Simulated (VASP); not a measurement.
Tl: electric field gradients with LDA

Crystal: Tl.

```
Tl
1.0
    -1.90218    1.94100    1.94100
     1.94100   -1.90218    1.94100
     1.94100    1.94100   -1.90218
Tl
1
Direct
  0.00000 0.00000 0.00000
```

This cell differs from its parent crystal: equal xy, yz and zx shear strains of +2 %.

| Property | Result |
| --- | --- |
| Program | VASP 6.6.1 |
| Task | electric field gradients |
| Functional | LDA |
| Potentials or basis | VASP PAW LDA potentials, release 64 (Tl_d) |
| Cutoff | 520 eV |
| k mesh | 13 × 13 × 13 |
| Occupations | fermi-dirac, width 0.05 eV |
| Spin | no spin polarisation |
| Dipole correction | no |
| Further INCAR settings | ALGO = Normal; EDIFF = 1e-08; NBANDS = 12 |

```yaml
Pressure: -2.4 GPa
Band_gap_on_the_k_mesh: zero (an odd number of electrons rules out a gap without spin polarisation)
Largest_electric_field_gradient_by_atom: Tl +28.3 V/Å²
```

Stress tensor (GPa, compression positive):
```
-2.43 -0.18 -0.18
-0.18 -2.43 -0.18
-0.18 -0.18 -2.43
```

Levels at points of the mesh, in eV from the Fermi level:
| k point | band 3 | band 4 | band 5 | band 6 | band 7 | band 8 | band 9 | band 10 |
| --- | --- | --- | --- | --- | --- | --- | --- | --- |
| (0.00, 0.00, 0.00) | -11.51 | -11.14 | -11.14 | -9.88 | 10.17 | 10.66 | 10.66 | 12.32 |

Electric field gradients, principal values (V/Å²):
| atom | least | middle | greatest (by size) |
| --- | --- | --- | --- |
| 1 Tl | -14.128 | -14.128 | 28.256 |

It took 100 s on 1 thread of Intel Xeon 8259CL, with other jobs on the host, peak memory 0.2 GiB.

Caveat: the cell differs from its parent crystal (equal xy, yz and zx shear strains of +2 %); without QUAD_EFG the Cq values of the log hold for a quadrupole moment of 1 mb, not for the nuclei; spin-orbit coupling is left out, which moves the levels of the heavy elements.
